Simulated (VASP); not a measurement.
## SrTiO3: relaxation of shape and atoms at fixed volume with PBE

Crystal: SrTiO3.

```
CELL_PARAMETERS angstrom
-2.83342 2.83342 4.02036
2.83342 -2.83342 4.02036
2.83342 2.83342 -4.02036
ATOMIC_POSITIONS crystal
Sr 0.75000 0.25000 0.50000
Sr 0.25000 0.75000 0.50000
Ti 0.00000 0.00000 0.00000
Ti 0.50000 0.50000 0.00000
O 0.25000 0.25000 0.00000
O 0.75000 0.75000 0.00000
O 0.73159 0.23159 0.96317
O 0.23159 0.26841 0.50000
O 0.26841 0.76841 0.03683
O 0.76841 0.73159 0.50000
```

* Program: VASP 6.6.1
* Task: relaxation of shape and atoms at fixed volume
* Functional: PBE
* Potentials or basis: VASP PAW PBE potentials, release 64 (Sr_sv, Ti_sv, O)
* Cutoff: 600 eV
* k mesh: 8 × 8 × 8
* Occupations: gaussian, width 0.02 eV
* Spin: no spin polarisation
* Dipole correction: no
* Further INCAR settings: ALGO = Normal; EDIFF = 1e-06; IBRION = 2; EDIFFG = -0.01; NSW = 50; ISIF = 4

| Property | Result |
| --- | --- |
| Energy gained by relaxing | 0.1 meV/atom |
| Ionic steps | 9 |
| Pressure after relaxing | -8.3 GPa |
| Largest force after relaxing | 0.009 eV/Å |
| Band gap on the k mesh | 1.74 eV |

Forces in eV/Å, atoms in the order of the input:
```
Sr   0.000  0.000  0.000
Sr   0.000  0.000  0.000
Ti   0.000  0.000  0.000
Ti   0.000  0.000  0.000
O    0.000  0.000  0.000
O    0.000  0.000  0.000
O    0.007  0.007  0.000
O   -0.007  0.007  0.000
O   -0.007 -0.007  0.000
O    0.007 -0.007  0.000
```

Stress tensor (GPa, compression positive):
```
-8.34  0.00  0.00
 0.00 -8.34  0.00
 0.00  0.00 -8.18
```

Step by step:
| step | energy change (eV) | largest force (eV/Å) | pressure (GPa) | volume (Å³) |
| --- | --- | --- | --- | --- |
| 1 | 0.0000 | 0.0174 | -8.40 | 129.11 |
| 2 | -0.0001 | 0.0173 | -8.32 | 129.11 |
| 3 | -0.0002 | 0.0166 | -8.33 | 129.11 |
| 4 | -0.0002 | 0.0159 | -8.31 | 129.11 |
| 5 | -0.0003 | 0.0170 | -8.31 | 129.11 |
| 6 | -0.0003 | 0.0161 | -8.31 | 129.11 |
| 7 | -0.0004 | 0.0149 | -8.31 | 129.11 |
| 8 | -0.0007 | 0.0140 | -8.30 | 129.11 |
| 9 | -0.0010 | 0.0095 | -8.29 | 129.11 |

Final structure:
```
CELL_PARAMETERS angstrom
-2.83556 2.83556 4.01430
2.83556 -2.83556 4.01430
2.83556 2.83556 -4.01430
ATOMIC_POSITIONS crystal
Sr 0.75000 0.25000 0.50000
Sr 0.25000 0.75000 0.50000
Ti 0.00000 0.00000 0.00000
Ti 0.50000 0.50000 0.00000
O 0.25000 0.25000 0.00000
O 0.75000 0.75000 0.00000
O 0.73405 0.23405 0.96810
O 0.23405 0.26595 0.50000
O 0.26595 0.76595 0.03190
O 0.76595 0.73405 0.50000
```

Levels at points of the mesh, in eV from the valence-band top:
| k point | band 36 | band 37 | band 38 | band 39 | band 40 | band 41 | band 42 | band 43 | band 44 | band 45 |
| --- | --- | --- | --- | --- | --- | --- | --- | --- | --- | --- |
| (0.00, 0.00, 0.00) | -0.36 | -0.36 | -0.06 | 0.00 | 0.00 | 1.74 | 1.74 | 1.75 | 3.66 | 3.78 |
| (0.50, 0.00, 0.00) | -0.88 | -0.76 | -0.76 | -0.53 | -0.53 | 3.01 | 3.01 | 3.07 | 3.07 | 3.09 |
| (0.50, 0.50, 0.00) | -1.44 | -1.38 | -0.70 | -0.70 | -0.06 | 1.86 | 3.35 | 3.36 | 3.37 | 3.40 |
| (0.50, 0.50, 0.50) | -1.44 | -1.44 | -0.68 | -0.68 | -0.08 | 1.88 | 3.33 | 3.33 | 3.45 | 3.45 |

It took 67 min on 1 thread of Oxide Virtual Turin-like Processor (shared host), peak memory 0.58 GiB.

A k mesh can miss the band edges.
